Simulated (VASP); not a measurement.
# As (P6_3/mmc) in VASP: notebook

Runs on As. Level: PBEsol. Tasks: single point.

All numbers are computed with VASP 6.6.1; they aren't measurements. Logs are shortened: lines on timing, memory, paths and dates and some standing lists are left out, and cuts for length are marked.

## (1) The cell of the first run

It takes space group P6_3/mmc (No. 194, hexagonal). Conventional cell: a = 2.717 Å, b = 2.717 Å, c = 4.492 Å, α = 90.00°, β = 90.00°, γ = 120.00°. Within 3.6 Å of As (site symmetry -6m2) lie 12 As at 2.72 to 2.74 Å.

## (2) Single point, PBEsol (volume scaled by 0.78)

Contents of INCAR:

```
PREC     = Accurate       # precision mode
ENCUT    = 520            # plane-wave cutoff, eV
EDIFF    = 1E-6           # SCF threshold, eV
ISMEAR   = -1             # smearing method
SIGMA    = 0.08           # smearing width, eV
LREAL    = F              # projectors in reciprocal space
LASPH    = T              # aspherical terms in the spheres
NELM     = 80             # most SCF steps
ALGO     = Normal         # electronic algorithm
ISIF     = 2              # what is computed and relaxed
LWAVE    = F              # write WAVECAR
LCHARG   = T              # write CHGCAR
GGA      = PS             # functional
LELF     = T              # ELF
LVHAR    = T            
NBANDS   = 12             # bands
```

Contents of KPOINTS:

```
Automatic mesh
0
Gamma
  14 14 8
```

Contents of POSCAR:

```
As
1.0
    2.7166058117      0.0000000000      0.0000000000
   -1.3583029058      2.3526496450      0.0000000000
    0.0000000000      0.0000000000      4.4916242244
As
2
Direct
    0.3333333333      0.6666666667      0.2500000000
    0.6666666667      0.3333333333      0.7500000000
```

Potentials or basis: VASP PAW PBE potentials, release 64 (As).

The run is started by

```
cat potpaw_PBE.64/As/POTCAR > POTCAR
mpirun -np 1 vasp_std > vasp.out
```

OUTCAR:

```text
PREC = Accurate
   ENCUT = 520
   EDIFF = 1E-6
   ISMEAR = -1
   LREAL = F
   LASPH = T
   NELM = 80
   ISIF = 2
   GGA = PS

 ion  position               nearest neighbor table
   1  0.333  0.667  0.250-   2 2.74   2 2.74   2 2.74   2 2.74   2 2.74   2 2.74
   2  0.667  0.333  0.750-   1 2.74   1 2.74   1 2.74   1 2.74   1 2.74   1 2.74

  LATTYP: Found a hexagonal cell.
 ALAT       =     2.7166058117
 C/A-ratio  =     1.6533956473

  Lattice vectors:

 A1 = (   2.7166058117,   0.0000000000,   0.0000000000)
 A2 = (  -1.3583029058,   2.3526496450,   0.0000000000)
 A3 = (   0.0000000000,   0.0000000000,   4.4916242244)

Analysis of symmetry for initial positions (statically):
=====================================================================
 Subroutine PRICEL returns:
 Original cell was already a primitive cell.

 Routine SETGRP: Setting up the symmetry group for a
 hexagonal supercell.

 Subroutine GETGRP returns: Found 24 space group operations
 (whereof 12 operations were pure point group operations)
 out of a pool of 24 trial point group operations.

The static configuration has the point symmetry D_3d.
 The point group associated with its full space group is D_6h.

Analysis of symmetry for dynamics (positions and initial velocities):
=====================================================================
 Subroutine PRICEL returns:
 Original cell was already a primitive cell.

 Routine SETGRP: Setting up the symmetry group for a
 hexagonal supercell.

 Subroutine GETGRP returns: Found 24 space group operations
 (whereof 12 operations were pure point group operations)
 out of a pool of 24 trial point group operations.

The dynamic configuration has the point symmetry D_3d.
 The point group associated with its full space group is D_6h.

 Subroutine INISYM returns: Found 24 space group operations
 (whereof 12 operations are pure point group operations),
 and found     1 'primitive' translations

----------------------------------------------------------------------------------------

                                     Primitive cell

  volume of cell :      28.7070

  direct lattice vectors                    reciprocal lattice vectors
     2.716605812  0.000000000  0.000000000     0.368106405  0.212526332  0.000000000
    -1.358302906  2.352649645  0.000000000     0.000000000  0.425052664  0.000000000
     0.000000000  0.000000000  4.491624224     0.000000000  0.000000000  0.222636612

  length of vectors
     2.716605812  2.716605812  4.491624224     0.425052664  0.425052664  0.222636612

  position of ions in fractional coordinates (direct lattice)
     0.333333333  0.666666667  0.250000000
     0.666666667  0.333333333  0.750000000

  ion indices of the primitive-cell ions
   primitive index   ion index
                 1           1
                 2           2

----------------------------------------------------------------------------------------

 KPOINTS: Automatic mesh

Automatic generation of k-mesh.
 Grid dimensions read from file:
 generate k-points for:   14   14    8

 Generating k-lattice:

  Cartesian coordinates                     Fractional coordinates (reciprocal lattice)
     0.026293315  0.015180452  0.000000000     0.071428571 -0.000000000  0.000000000
     0.000000000  0.030360905  0.000000000     0.000000000  0.071428571  0.000000000
     0.000000000  0.000000000  0.027829577     0.000000000  0.000000000  0.125000000

  Length of vectors
     0.030360905  0.030360905  0.027829577

  Shift w.r.t. Gamma in fractional coordinates (k-lattice)
     0.000000000  0.000000000  0.000000000

 Subroutine IBZKPT returns following result:
 ===========================================

 Found    120 irreducible k-points:

 Following reciprocal coordinates:
            Coordinates               Weight
  0.000000  0.000000  0.000000      1.000000
  0.071429 -0.000000  0.000000      6.000000
  0.142857 -0.000000  0.000000      6.000000
  0.214286  0.000000  0.000000      6.000000
  0.285714  0.000000  0.000000      6.000000
  0.357143 -0.000000  0.000000      6.000000
[... 16 lines left out ...]
  0.285714  0.285714  0.000000      6.000000
  0.357143  0.285714  0.000000      6.000000
 [... further k-points ...]
   k-points           NKPTS =    120   k-points in BZ     NKDIM =    120   number of bands    NBANDS=     12
   number of dos      NEDOS =    301   number of ions     NIONS =      2
   total plane-waves  NPLWV =  14400
   dimension x,y,z NGX =    20 NGY =   20 NGZ =   36
   dimension x,y,z NGXF=    40 NGYF=   40 NGZF=   72
   ions per type =               2
   NGX,Y,Z   is equivalent  to a cutoff of  12.24, 12.24, 13.32 a.u.
   NGXF,Y,Z  is equivalent  to a cutoff of  24.48, 24.48, 26.65 a.u.
 SYSTEM =  unknown system
   PREC   = accura    normal or accurate (medium, high low for compatibility)
   ISTART =      0    job   : 0-new  1-cont  2-samecut
   ICHARG =      2    charge: 1-file 2-atom 10-const
   ISPIN  =      1    spin polarized calculation?
   LNONCOLLINEAR =      F non collinear calculations
   LSORBIT =      F    spin-orbit coupling
   LASPH  =      T    aspherical Exc in radial PAW
   ENCUT  =  520.0 eV  38.22 Ry    6.18 a.u.   5.05  5.05  8.35*2*pi/ulx,y,z
   NELM   =     80;   NELMIN=  2; NELMDL= -5     # of ELM steps
   EDIFF  = 0.1E-05   stopping-criterion for ELM
   LREAL  =      F    real-space projection
   EDIFFG = 0.1E-04   stopping-criterion for IOM
   NSW    =      0    number of steps for IOM
   IBRION =     -1    ionic relax: 0-MD 1-quasi-New 2-CG
   NFREE  =      0    steps in history (QN), initial steepest desc. (CG)
   ISIF   =      2    stress and relaxation
   ISYM   =      2    0-nonsym 1-usesym 2-fastsym
   POTIM  = 0.5000    time-step for ionic-motion
   TEBEG  =    0.0;   TEEND  =   0.0 temperature during run
   PSTRESS=    0.0 pullay stress
   NELECT =      10.0000    total number of electrons
   NUPDOWN=      -1.0000    fix difference up-down
   EMIN   =  10.00;   EMAX   =-10.00  energy-range for DOS
   EFERMI =   0.00;   METHOD = LEGACY
   ISMEAR =    -1;   SIGMA  =   0.08  broadening in eV -4-tet -1-fermi 0-gaus
   EFERMI_NEDOS =   21; number of points for ismear=-14 and -15
   IALGO  =     38    algorithm
   IMIX   =      4    mixing-type and parameters
     AMIX     =   0.40;   BMIX     =  1.00
     AMIX_MAG =   1.60;   BMIX_MAG =  1.00
  volume/ion in A,a.u.               =      14.35        96.86
  Fermi-wavevector in a.u.,A,eV,Ry     =   1.151894  2.176763 18.053014  1.326859
  Thomas-Fermi vector in A             =   2.288548
   LORBIT       =      0    0 simple, 1 ext, 2 COOP (PROOUT), +10 PAW based schemes
   GGA     = PS    functional components
   LHFCALC =     F    Hartree Fock is set to
   AEXX    =    0.0000 exact exchange contribution
   IVDW    =     0    specifies the selected vdW correction
   LEPSILON=     F    determine dielectric tensor
   LRPA    =     F    only Hartree local field effects (RPA)
 non-spin polarized calculation
  energy-cutoff  :      520.00
  volume of cell :       28.71
 maximum number of plane-waves:       786
   NGX = 11   NGY = 11   NGZ = 17

 number of electron      10.0000000 magnetization

 Free energy of the ion-electron system (eV)
  ---------------------------------------------------
  ext. energy  EPLUGINS =         0.00000000
  ---------------------------------------------------
  free energy    TOTEN  =        -8.54424016 eV

  energy without entropy =       -8.52260334  energy(sigma->0) =       -8.53342175

 E-fermi :  10.0928     XC(G=0): -12.1335

 val. band max:       10.0833324978   @ k =   0.4286   0.1429   0.1250
 cond. band min:      10.1030828795   @ k =   0.3571   0.0714   0.0000
 fundamental gap:      0.0197503817
 Fermi energy:        10.0928214278

 k-point     1 :       0.0000    0.0000    0.0000
  band No.  band energies     occupation
      1      -8.0613      2.00000
      2      -1.8128      2.00000
      3       0.8894      2.00000
      4      15.9100      0.00000
      5      15.9100      0.00000
      6      18.1491      0.00000
      7      18.1491      0.00000
      8      18.2564      0.00000
      9      21.6934      0.00000
     10      22.5682      0.00000
     11      23.9421      0.00000
     12      23.9421      0.00000

 k-point     2 :       0.0714   -0.0000    0.0000
  band No.  band energies     occupation
      1      -7.9239      2.00000
      2      -1.6829      2.00000
      3       1.0296      2.00000
      4      14.3959      0.00000
      5      15.2691      0.00000
      6      17.5262      0.00000
      7      18.1461      0.00000
      8      18.3991      0.00000
      9      21.7196      0.00000
     10      22.7769      0.00000
     11      23.8619      0.00000
     12      23.9341      0.00000

 k-point     3 :       0.1429   -0.0000    0.0000
  band No.  band energies     occupation
      1      -7.5121      2.00000
      2      -1.2947      2.00000
      3       1.4484      2.00000
      4      11.6453      0.00000
      5      14.1268      0.00000
      6      15.9325      0.00000
      7      17.6225      0.00000
      8      18.2880      0.00000
      9      19.7431      0.00000
     10      23.1354      0.00000
     11      24.1032      0.00000
     12      24.2775      0.00000
[... 286 lines left out ...]
 k-point    23 :       0.2857    0.2857    0.0000
  band No.  band energies     occupation
      1      -1.6776      2.00000
      2       1.2351      2.00000
      3       3.7677      2.00000
      4       5.3854      2.00000
      5       7.1057      2.00000
      6       8.5118      2.00000
      7       9.3405      1.99984
      8      10.1174      0.84755
      9      14.4268      0.00000
     10      25.6259      0.00000
     11      26.2347      0.00000
     12      27.0169      0.00000

 k-point    24 :       0.3571    0.2857    0.0000
  band No.  band energies     occupation
      1      -0.5209      2.00000
      2       0.3356      2.00000
      3       3.2456      2.00000
      4       6.7087      2.00000
      5       7.1034      2.00000
      6       8.1022      2.00000
      7       8.9114      2.00000
      8       9.1856      1.99998
      9      13.9903      0.00000
     10      25.8264      0.00000
     11      27.9863      0.00000
     12      28.6760      0.00000

 [... further k-points ...]
[... 5 lines left out ...]
  --------------------------------------------------------------------------------------
  -------------------------------------------------------------------------------------
  Total        7.1136709      7.1136709      7.0725357      0.0000000      0.0000000      0.0000000
  in kB      397.0242664    397.0242664    394.7284518      0.0000000      0.0000000      0.0000000
  external PRESSURE =     396.2589949 kB  Pullay stress =       0.0000000 kB

 VOLUME and BASIS-vectors are now :
 -----------------------------------------------------------------------------
  energy-cutoff  :      520.00
  volume of cell :       28.71
      direct lattice vectors                 reciprocal lattice vectors
     2.716605812  0.000000000  0.000000000     0.368106405  0.212526332  0.000000000
    -1.358302906  2.352649645  0.000000000     0.000000000  0.425052664  0.000000000
     0.000000000  0.000000000  4.491624224     0.000000000  0.000000000  0.222636612

 POSITION                                       TOTAL-FORCE (eV/Angst)
 -----------------------------------------------------------------------------------
     -0.00000      1.56843      1.12291         0.000000      0.000000      0.000000
      1.35830      0.78422      3.36872        -0.000000      0.000000      0.000000
 -----------------------------------------------------------------------------------
    total drift:                                0.000000     -0.000000      0.000000

  FREE ENERGIE OF THE ION-ELECTRON SYSTEM (eV)
  ---------------------------------------------------
  free  energy   TOTEN  =        -8.5442401581 eV

  energy  without entropy=       -8.5226033423  energy(sigma->0) =       -8.53342175
```

Run time: 20 s. Hardware: 1 thread of Intel Xeon Platinum 8488C (Sapphire Rapids), shared host; peak memory 0.16 GiB.

Results:

* Free energy: -8.5442 eV
* Pressure: 39.6 GPa
* Band gap on the k mesh: zero (band 5 reaches 17.12 eV, above the bottom of band 6 at 5.19 eV)

Caveat: the cell differs from its parent crystal (volume scaled by 0.78); the PAW data sets were made with another functional, which shifts forces and pressure a little.

## (3) Single point, PBEsol

This run uses another cell than the first one, of 16.19 Å³/atom, 1.128 times its volume.

Contents of INCAR:

```
PREC = Accurate
ENCUT = 520
EDIFF = 1E-7
ISMEAR = -1
SIGMA = 0.08
LREAL = False
LASPH = True
NELM = 80
ALGO = Normal
ISIF = 2
LWAVE = False
LCHARG = False
GGA = PS
NBANDS = 12
```

Contents of KPOINTS:

```
regular mesh
0
Gamma
  14 14 8
```

Contents of POSCAR:

```
As
1.0
    2.8261901716      0.0000000000      0.0000000000
   -1.4130950858      2.4475524845      0.0000000000
    0.0000000000      0.0000000000      4.6821138772
As
2
Direct
    0.3333333333      0.6666666667      0.2500000000
    0.6666666667      0.3333333333      0.7500000000
```

Potentials or basis: VASP PAW PBE potentials, release 64 (As).

The run is started by

```
cat potpaw_PBE.64/As/POTCAR > POTCAR
mpirun -np 1 vasp_std > vasp.out
```

Wall time 21 s (1 thread of Intel Xeon Platinum 8488C (Sapphire Rapids), shared host); peak memory 0.17 GiB.

The run converged. Its results:

| Quantity | Value |
| --- | --- |
| Free energy | -9.1552 eV |
| Pressure | 15.8 GPa |
| Band gap on the k mesh | zero (band 5 reaches 14.51 eV, above the bottom of band 6 at 4.16 eV) |

Levels at points of the mesh, in eV from the Fermi level:
```tsv
k point	band 2	band 3	band 4	band 5	band 6	band 7	band 8	band 9
(0.00, 0.00, 0.00)	-11.47	-8.15	5.04	5.04	6.92	6.99	6.99	10.68
(0.50, 0.00, 0.00)	-10.02	-5.53	-4.21	-3.18	-0.62	0.71	4.94	5.41
(0.00, 0.00, 0.50)	-15.16	-1.26	-1.26	6.05	6.05	6.05	6.05	11.96
(0.50, 0.00, 0.50)	-10.27	-7.40	-7.40	2.26	2.26	2.40	2.40	7.47
```

Caveat: the PAW data sets were made with another functional, which shifts forces and pressure a little.

(Part 1 of 2 ends here.)
